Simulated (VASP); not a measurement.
# SnO2 (P4_2/mnm) in VASP: relaxation of the atoms with PBE

Aim: the relaxation of the atoms of SnO2 with PBE.

Everything below comes from runs of VASP 6.6.1. Logs are shortened: lines on timing, memory, paths and dates and some standing lists are left out, and cuts for length are marked.

### Step 1. The cell of the first run

Symmetry: P4_2/mnm, No. 136, tetragonal system. The conventional cell has a = 4.737 Å, b = 4.737 Å, c = 3.186 Å, α = 90.00°, β = 90.00°, γ = 90.00°. Sn (site symmetry mmm) has 6 O at 2.05 to 2.06 Å within 2.7 Å. Within 2.7 Å of O (site symmetry m2m) lie 3 Sn at 2.05 to 2.06 Å and 1 O at 2.59 Å.

### Step 2. Relaxation of the atoms, PBE

Contents of INCAR:

```
ALGO = Normal ; EDIFF = 1E-6
EDIFFG = -0.003 ; ENCUT = 520
GGA = PE ; IBRION = 2
ISIF = 2 ; ISMEAR = 0
LASPH = True ; LCHARG = False
LREAL = False ; LWAVE = False
NELM = 80 ; NSW = 80
PREC = Accurate ; SIGMA = 0.01
```

Contents of KPOINTS:

```
k-points
0
Gamma
  5 5 8
```

Contents of POSCAR:

```
SnO2
1.0
    4.7372700000      0.0000000000      0.0000000000
    0.0000000000      4.7372700000      0.0000000000
    0.0000000000      0.0000000000      3.1863830000
Sn O
2 4
Direct
    0.0000000000      0.0000000000      0.0000000000
    0.5000000000      0.5000000000      0.5000000000
    0.3070000000      0.3070000000      0.0000000000
    0.1930000000      0.8070000000      0.5000000000
    0.6930000000      0.6930000000      0.0000000000
    0.8070000000      0.1930000000      0.5000000000
```

Potentials or basis: VASP PAW PBE potentials, release 64 (Sn_d, O).

The run is started by

```
$ cat potpaw_PBE.64/Sn_d/POTCAR potpaw_PBE.64/O/POTCAR > POTCAR
$ mpirun -np 1 vasp_std > vasp.out
```

OUTCAR:

```text
EDIFF = 1E-6
   EDIFFG = -0.003
   ENCUT = 520
   GGA = PE
   IBRION = 2
   ISIF = 2
   ISMEAR = 0
   LASPH = True
   LREAL = False
   NELM = 80
   NSW = 80
   PREC = Accurate

 ion  position               nearest neighbor table
   1  0.000  0.000  0.000-   4 2.05   6 2.05   4 2.05   6 2.05   5 2.06   3 2.06   2 3.71   2 3.71
                             2 3.71   2 3.71   2 3.71   2 3.71   2 3.71   2 3.71
   2  0.500  0.500  0.500-   3 2.05   5 2.05   3 2.05   5 2.05   4 2.06   6 2.06   1 3.71   1 3.71
                             1 3.71   1 3.71   1 3.71   1 3.71   1 3.71   1 3.71
   3  0.307  0.307  0.000-   2 2.05   2 2.05   1 2.06
   4  0.193  0.807  0.500-   1 2.05   1 2.05   2 2.06
   5  0.693  0.693  0.000-   2 2.05   2 2.05   1 2.06
   6  0.807  0.193  0.500-   1 2.05   1 2.05   2 2.06

  LATTYP: Found a simple tetragonal cell.
 ALAT       =     4.7372700000
 C/A-ratio  =     0.6726200955

  Lattice vectors:

 A1 = (   4.7372700000,   0.0000000000,   0.0000000000)
 A2 = (   0.0000000000,   4.7372700000,   0.0000000000)
 A3 = (   0.0000000000,   0.0000000000,   3.1863830000)

Analysis of symmetry for initial positions (statically):
=====================================================================
 Subroutine PRICEL returns:
 Original cell was already a primitive cell.

 Routine SETGRP: Setting up the symmetry group for a
 simple tetragonal supercell.

 Subroutine GETGRP returns: Found 16 space group operations
 (whereof  8 operations were pure point group operations)
 out of a pool of 16 trial point group operations.

The static configuration has the point symmetry D_2h.
 The point group associated with its full space group is D_4h.

Analysis of symmetry for dynamics (positions and initial velocities):
=====================================================================
 Subroutine PRICEL returns:
 Original cell was already a primitive cell.

 Routine SETGRP: Setting up the symmetry group for a
 simple tetragonal supercell.

 Subroutine GETGRP returns: Found 16 space group operations
 (whereof  8 operations were pure point group operations)
 out of a pool of 16 trial point group operations.

The dynamic configuration has the point symmetry D_2h.
 The point group associated with its full space group is D_4h.

 Subroutine INISYM returns: Found 16 space group operations
 (whereof  8 operations are pure point group operations),
 and found     1 'primitive' translations

----------------------------------------------------------------------------------------

                                     Primitive cell

  volume of cell :      71.5079

  direct lattice vectors                    reciprocal lattice vectors
     4.737270000  0.000000000  0.000000000     0.211092042  0.000000000  0.000000000
     0.000000000  4.737270000  0.000000000     0.000000000  0.211092042  0.000000000
     0.000000000  0.000000000  3.186383000     0.000000000  0.000000000  0.313835468

  length of vectors
     4.737270000  4.737270000  3.186383000     0.211092042  0.211092042  0.313835468

  position of ions in fractional coordinates (direct lattice)
     0.000000000  0.000000000  0.000000000
     0.500000000  0.500000000  0.500000000
     0.307000000  0.307000000  0.000000000
     0.193000000  0.807000000  0.500000000
     0.693000000  0.693000000  0.000000000
     0.807000000  0.193000000  0.500000000

  ion indices of the primitive-cell ions
   primitive index   ion index
                 1           1
                 2           2
                 3           3
                 4           4
                 5           5
                 6           6

----------------------------------------------------------------------------------------

 KPOINTS: k-points

Automatic generation of k-mesh.
 Grid dimensions read from file:
 generate k-points for:    5    5    8

 Generating k-lattice:

  Cartesian coordinates                     Fractional coordinates (reciprocal lattice)
     0.042218408  0.000000000  0.000000000     0.200000000  0.000000000  0.000000000
     0.000000000  0.042218408  0.000000000     0.000000000  0.200000000  0.000000000
     0.000000000  0.000000000  0.039229433     0.000000000  0.000000000  0.125000000

  Length of vectors
     0.042218408  0.042218408  0.039229433

  Shift w.r.t. Gamma in fractional coordinates (k-lattice)
     0.000000000  0.000000000  0.000000000

 Subroutine IBZKPT returns following result:
 ===========================================

 Found     30 irreducible k-points:

 Following reciprocal coordinates:
            Coordinates               Weight
  0.000000  0.000000  0.000000      1.000000
  0.200000  0.000000  0.000000      4.000000
  0.400000  0.000000  0.000000      4.000000
  0.200000  0.200000  0.000000      4.000000
  0.400000  0.200000  0.000000      8.000000
  0.400000  0.400000  0.000000      4.000000
[... 16 lines left out ...]
  0.400000  0.200000  0.375000     16.000000
  0.400000  0.400000  0.375000      8.000000
 [... further k-points ...]
   k-points           NKPTS =     30   k-points in BZ     NKDIM =     30   number of bands    NBANDS=     31
   number of dos      NEDOS =    301   number of ions     NIONS =      6
   total plane-waves  NPLWV =  31104
   dimension x,y,z NGX =    36 NGY =   36 NGZ =   24
   dimension x,y,z NGXF=    72 NGYF=   72 NGZF=   48
   ions per type =               2   4
   NGX,Y,Z   is equivalent  to a cutoff of  12.63, 12.63, 12.52 a.u.
   NGXF,Y,Z  is equivalent  to a cutoff of  25.27, 25.27, 25.04 a.u.
 SYSTEM =  unknown system
   PREC   = accura    normal or accurate (medium, high low for compatibility)
   ISTART =      0    job   : 0-new  1-cont  2-samecut
   ICHARG =      2    charge: 1-file 2-atom 10-const
   ISPIN  =      1    spin polarized calculation?
   LNONCOLLINEAR =      F non collinear calculations
   LSORBIT =      F    spin-orbit coupling
   LASPH  =      T    aspherical Exc in radial PAW
   ENCUT  =  520.0 eV  38.22 Ry    6.18 a.u.   8.81  8.81  5.92*2*pi/ulx,y,z
   NELM   =     80;   NELMIN=  2; NELMDL= -5     # of ELM steps
   EDIFF  = 0.1E-05   stopping-criterion for ELM
   LREAL  =      F    real-space projection
   EDIFFG = -.3E-02   stopping-criterion for IOM
   NSW    =     80    number of steps for IOM
   IBRION =      2    ionic relax: 0-MD 1-quasi-New 2-CG
   NFREE  =      1    steps in history (QN), initial steepest desc. (CG)
   ISIF   =      2    stress and relaxation
   ISYM   =      2    0-nonsym 1-usesym 2-fastsym
   POTIM  = 0.5000    time-step for ionic-motion
   TEBEG  =    0.0;   TEEND  =   0.0 temperature during run
   PSTRESS=    0.0 pullay stress
   NELECT =      52.0000    total number of electrons
   NUPDOWN=      -1.0000    fix difference up-down
   EMIN   =  10.00;   EMAX   =-10.00  energy-range for DOS
   EFERMI =   0.00;   METHOD = LEGACY
   ISMEAR =     0;   SIGMA  =   0.01  broadening in eV -4-tet -1-fermi 0-gaus
   EFERMI_NEDOS =   21; number of points for ismear=-14 and -15
   IALGO  =     38    algorithm
   IMIX   =      4    mixing-type and parameters
     AMIX     =   0.40;   BMIX     =  1.00
     AMIX_MAG =   1.60;   BMIX_MAG =  1.00
  volume/ion in A,a.u.               =      11.92        80.43
  Fermi-wavevector in a.u.,A,eV,Ry     =   1.472170  2.781997 29.487682  2.167283
  Thomas-Fermi vector in A             =   2.587217
   LORBIT       =      0    0 simple, 1 ext, 2 COOP (PROOUT), +10 PAW based schemes
   GGA     = PE    functional components
   LHFCALC =     F    Hartree Fock is set to
   AEXX    =    0.0000 exact exchange contribution
   IVDW    =     0    specifies the selected vdW correction
   LEPSILON=     F    determine dielectric tensor
   LRPA    =     F    only Hartree local field effects (RPA)
 conjugate gradient relaxation of ions
 non-spin polarized calculation
 Gauss-broadening in eV      SIGMA  =   0.01
  energy-cutoff  :      520.00
  volume of cell :       71.51
 maximum number of plane-waves:      1948
 NGX is ok and might be reduce to    36
   NGX = 17   NGY = 17   NGZ = 11

--------------------------------------- Ionic step        1  -------------------------------------------

 number of electron      51.9999993 magnetization

 Free energy of the ion-electron system (eV)
  ---------------------------------------------------
  ext. energy  EPLUGINS =         0.00000000
  ---------------------------------------------------
  free energy    TOTEN  =       -37.15843056 eV

  energy without entropy =      -37.15843056  energy(sigma->0) =      -37.15843056

------------------------ aborting loop because EDIFF is reached ----------------------------------------

  FORCE on cell =-STRESS in cart. coord.  units (eV):
  Direction    XX          YY          ZZ          XY          YZ          ZX
  --------------------------------------------------------------------------------------
  -------------------------------------------------------------------------------------
  Total        4.8089670      4.8089670      6.2586616     -0.0000000      0.0000000      0.0000000
  in kB      107.7477296    107.7477296    140.2289886     -0.0000000      0.0000000      0.0000000
  external PRESSURE =     118.5748159 kB  Pullay stress =       0.0000000 kB

 VOLUME and BASIS-vectors are now :
 -----------------------------------------------------------------------------
  energy-cutoff  :      520.00
  volume of cell :       71.51
      direct lattice vectors                 reciprocal lattice vectors
     4.737270000  0.000000000  0.000000000     0.211092042  0.000000000  0.000000000
     0.000000000  4.737270000  0.000000000     0.000000000  0.211092042  0.000000000
     0.000000000  0.000000000  3.186383000     0.000000000  0.000000000  0.313835468
[... 41 lines left out ...]
 POSITION                                       TOTAL-FORCE (eV/Angst)
 -----------------------------------------------------------------------------------
      4.73727      4.73727      3.18638         0.000000      0.000000      0.000000
      2.36863      2.36863      1.59319         0.000000      0.000000      0.000000
      1.44483      1.44483      0.00000         0.036098      0.036098      0.000000
      0.92380      3.81347      1.59319        -0.036098      0.036098      0.000000
      3.29244      3.29244      3.18638        -0.036098     -0.036098      0.000000
      3.81347      0.92380      1.59319         0.036098     -0.036098      0.000000
 -----------------------------------------------------------------------------------
    total drift:                               -0.000000      0.000000      0.000000

  FREE ENERGIE OF THE ION-ELECTRON SYSTEM (eV)
  ---------------------------------------------------
  free  energy   TOTEN  =       -37.1645417186 eV

  energy  without entropy=      -37.1645417186  energy(sigma->0) =      -37.16454172

--------------------------------------- Ionic step        3  -------------------------------------------

 number of electron      51.9999990 magnetization

 Free energy of the ion-electron system (eV)
  ---------------------------------------------------
  ext. energy  EPLUGINS =         0.00000000
  ---------------------------------------------------
  free energy    TOTEN  =       -37.16474950 eV

  energy without entropy =      -37.16474950  energy(sigma->0) =      -37.16474950

 E-fermi :   6.1957     XC(G=0): -11.2624

 val. band max:        6.1544014888   @ k =   0.0000   0.0000   0.0000
 cond. band min:       7.3909887673   @ k =   0.0000   0.0000   0.0000
 fundamental gap:      1.2365872785
 Fermi energy:         6.1957233488

 k-point     1 :       0.0000    0.0000    0.0000
  band No.  band energies     occupation
      1     -14.9652      2.00000
      2     -14.1601      2.00000
      3     -13.9080      2.00000
      4     -13.8795      2.00000
      5     -13.8795      2.00000
      6     -13.8199      2.00000
[... 805 lines left out ...]
     30      15.3634      0.00000
     31      16.5630      0.00000

 [... further k-points ...]
[... 5 lines left out ...]
  --------------------------------------------------------------------------------------
  -------------------------------------------------------------------------------------
  Total        4.7522155      4.7522155      5.8586731     -0.0000000      0.0000000      0.0000000
  in kB      106.4761789    106.4761789    131.2670107     -0.0000000      0.0000000      0.0000000
  external PRESSURE =     114.7397895 kB  Pullay stress =       0.0000000 kB

 VOLUME and BASIS-vectors are now :
 -----------------------------------------------------------------------------
  energy-cutoff  :      520.00
  volume of cell :       71.51
      direct lattice vectors                 reciprocal lattice vectors
     4.737270000  0.000000000  0.000000000     0.211092042  0.000000000  0.000000000
     0.000000000  4.737270000  0.000000000     0.000000000  0.211092042  0.000000000
     0.000000000  0.000000000  3.186383000     0.000000000  0.000000000  0.313835468

 POSITION                                       TOTAL-FORCE (eV/Angst)
 -----------------------------------------------------------------------------------
      0.00000      0.00000      0.00000        -0.000000      0.000000     -0.000000
      2.36863      2.36863      1.59319        -0.000000      0.000000     -0.000000
      1.44631      1.44631      0.00000        -0.000172     -0.000172      0.000000
      0.92233      3.81494      1.59319         0.000172     -0.000172      0.000000
      3.29096      3.29096      0.00000         0.000172      0.000172     -0.000000
      3.81494      0.92233      1.59319        -0.000172      0.000172     -0.000000
 -----------------------------------------------------------------------------------
    total drift:                                0.000000      0.000000      0.000000

  FREE ENERGIE OF THE ION-ELECTRON SYSTEM (eV)
  ---------------------------------------------------
  free  energy   TOTEN  =       -37.1647494975 eV

  energy  without entropy=      -37.1647494975  energy(sigma->0) =      -37.16474950

 reached required accuracy - stopping structural energy minimisation
```

Run time: 98 s. Hardware: 1 thread of Intel Xeon Platinum 8259CL at 2.50GHz (Skylake/Cascade Lake), shared host; peak memory 0.2 GiB.

Results:

| Quantity | Value |
| --- | --- |
| Free energy | -37.1647 eV |
| Energy gained by relaxing | 1.1 meV/atom |
| Ionic steps | 3 |
| Pressure after relaxing | 11.5 GPa |
| Band gap on the k mesh | 1.24 eV, direct |

The path:
| step | energy change (eV) | largest force (eV/Å) | pressure (GPa) |
| --- | --- | --- | --- |
| 1 | 0.0000 | 0.2787 | 11.86 |
| 2 | -0.0061 | 0.0510 | 11.41 |
| 3 | -0.0063 | 0.0002 | 11.47 |

Final structure:
```
Sn O
1.0
     4.73727    0.00000    0.00000
     0.00000    4.73727    0.00000
     0.00000    0.00000    3.18638
Sn O
2 4
Cartesian
  0.0000 0.0000 0.0000
  2.3686 2.3686 1.5932
  1.4463 1.4463 0.0000
  0.9223 3.8149 1.5932
  3.2910 3.2910 0.0000
  3.8149 0.9223 1.5932
```

Caveat: spin-orbit coupling is left out, which moves the levels of the heavy elements.
